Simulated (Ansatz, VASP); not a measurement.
**Two plane-wave programs on InP**

```xyz
2
Lattice="0.0000 2.7296 2.7296 2.7296 0.0000 2.7296 2.7296 2.7296 0.0000" Properties=species:S:1:pos:R:3 pbc="T T T"
In    0.0000    0.0000    0.0000
P     2.7296    2.7296    2.7296
```

Alike in both runs: task relaxation of cell and atoms; functional PBEsol; k mesh 14 × 14 × 14; occupations fermi-dirac, width 0.15 eV; no spin polarisation.

|  | VASP | Ansatz |
| --- | --- | --- |
| version | VASP 6.6.1 | Ansatz 0.2.0 |
| potentials or method | VASP PAW PBE potentials, release 64 (In_d, P), cutoff 600 eV | scalar-relativistic, plane waves, PAW |
| valence electrons in the cell | 18 | 18 |

```tsv
	VASP	Ansatz	Ansatz less VASP
gap on the k mesh at the Fermi level, each at its own relaxed structure (eV)	none	none	-
relaxed volume (Å³/atom)	20.39	20.37	-0.021
relaxed cell length with the largest relative difference (Å)	3.864	3.862	-0.0013
```

VASP's potentials were made for PBE, not for PBEsol. A gap of «none» marks a metal or a gap that the smearing closes.
